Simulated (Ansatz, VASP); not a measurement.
WSe2: VASP beside Ansatz

```
W Se
1.0
     3.27116    0.00000    0.00000
    -1.63558    2.83291    0.00000
     0.00000    0.00000   13.22310
W Se
2 4
Direct
  0.33333 0.66667 0.25000
  0.66667 0.33333 0.75000
  0.33333 0.66667 0.62339
  0.66667 0.33333 0.12339
  0.33333 0.66667 0.87661
  0.66667 0.33333 0.37661
```

Alike in both runs: functional PBEsol; k mesh 12 × 12 × 2; no spin polarisation.

Ansatz relaxed the structure, and its values are those at the end. VASP's run is a single point on that final structure, the one shown.

```csv
,VASP,Ansatz
version,VASP 6.6.1,Ansatz 0.2.0
potentials or method,"VASP PAW PBE potentials, release 64 (W_sv, Se), cutoff 520 eV","scalar-relativistic, plane waves, PAW"
occupations,"gaussian, width 0.01 eV",fixed
valence electrons in the cell,52,92
```

```tsv
	VASP	Ansatz	Ansatz less VASP
gap on the k mesh at the Fermi level (eV)	1.04	1.04	+0.005
least direct gap on the mesh (eV)	1.59	1.60	+0.003
pressure (GPa)	0.4	0.0	-0.42
rms of the force components (eV/Å)	0.029	0.000	-0.0287
```

VASP's potentials were made for PBE, not for PBEsol. VASP's potentials hold 52 valence electrons a cell and Ansatz's 92, so a difference there can come from the potentials and not from the codes.

Neither program's run includes spin-orbit coupling.
